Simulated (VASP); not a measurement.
Set up this calculation in VASP 6.6.1, as the native input.

| Item | Value |
| --- | --- |
| Task | single point |
| Functional | PBEsol |
| Potentials or basis | VASP PAW PBE potentials, release 64 (Nb_sv) |
| Cutoff | 520 eV |
| k mesh | 18 × 18 × 18 |
| Occupations | gaussian, width 0.1 eV |
| Spin | no spin polarisation |
| Dipole correction | no |
| Further INCAR settings | ALGO = Normal; EDIFF = 1e-06; NBANDS = 12 |

The structure of Nb lies in POSCAR:

```
Nb
1.0
   -1.6362222517      1.6362222517      1.6362222517
    1.6362222517     -1.6362222517      1.6362222517
    1.6362222517      1.6362222517     -1.6362222517
Nb
1
Direct
    0.0000000000      0.0000000000      0.0000000000
```

The input as run:

INCAR

```
ALGO = Normal
EDIFF = 1E-6
ENCUT = 520
GGA = PS
ISIF = 2
ISMEAR = 0
LASPH = True
LCHARG = False
LREAL = False
LWAVE = False
NBANDS = 12
NELM = 100
PREC = Accurate
SIGMA = 0.1
```

KPOINTS

```
k-points
0
Gamma
  18 18 18
```

Potentials or basis: VASP PAW PBE potentials, release 64 (Nb_sv).

Run with:

```console
$ cat potpaw_PBE.64/Nb_sv/POTCAR > POTCAR
$ mpirun -np 1 vasp_std > vasp.out
```

It gave:

| Quantity | Value |
| --- | --- |
| Pressure | -0.3 GPa |

Caveat: the PAW data sets were made with another functional, which shifts forces and pressure a little.

Wall time 12 s on 1 thread of Intel(R) Xeon(R) 6975P-C (Granite Rapids) (shared host), peak memory 0.16 GiB.
